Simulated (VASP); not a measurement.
Write the native input for VASP 6.6.1 that does the following.

```yaml
Task: single point
Functional: RPBE
Potentials_or_basis: VASP PAW PBE potentials, release 64 (P)
Cutoff: 520 eV
k_mesh: 9 × 9 × 14
Occupations: fermi-dirac, width 0.1 eV
Spin: no spin polarisation
Dipole_correction: no
Further_INCAR_settings: ALGO = Normal; EDIFF = 1e-06; NBANDS = 14
```

The structure of P lies in POSCAR:

```
P
1.0
    4.3554668053      0.0000000000      0.0000000000
   -2.1777334027      3.7719448987      0.0000000000
    0.0000000000      0.0000000000      2.4538048579
P
3
Direct
    1.0000000000      0.0000000000      0.0000000000
    0.3333333333      0.6666666667      0.5000000000
    0.6666666667      0.3333333333      0.5000000000
```

This cell differs from its parent crystal: volume scaled by 0.92.

The input as run:

INCAR

```
  PREC = Accurate
  ENCUT = 520
  EDIFF = 1E-6
  ISMEAR = -1
  SIGMA = 0.1
  LREAL = F
  LASPH = T
  NELM = 60
  ALGO = Normal
  ISIF = 2
  LWAVE = F
  LCHARG = T
  GGA = RP
  LELF = T
  LVHAR = T
  NBANDS = 14
```

KPOINTS

```
regular mesh
0
Gamma
  9 9 14
```

Potentials or basis: VASP PAW PBE potentials, release 64 (P).

Launch:

```console
$ cat potpaw_PBE.64/P/POTCAR > POTCAR
$ mpirun -np 1 vasp_std > vasp.out
```

It gave:

```json
{
  "Pressure": "8.1 GPa"
}
```

Caveat: the PAW data sets were made with another functional, which shifts forces and pressure a little.

Wall time 41 s on 1 thread of Intel Xeon 8259CL, with other jobs on the host, peak memory 0.17 GiB.
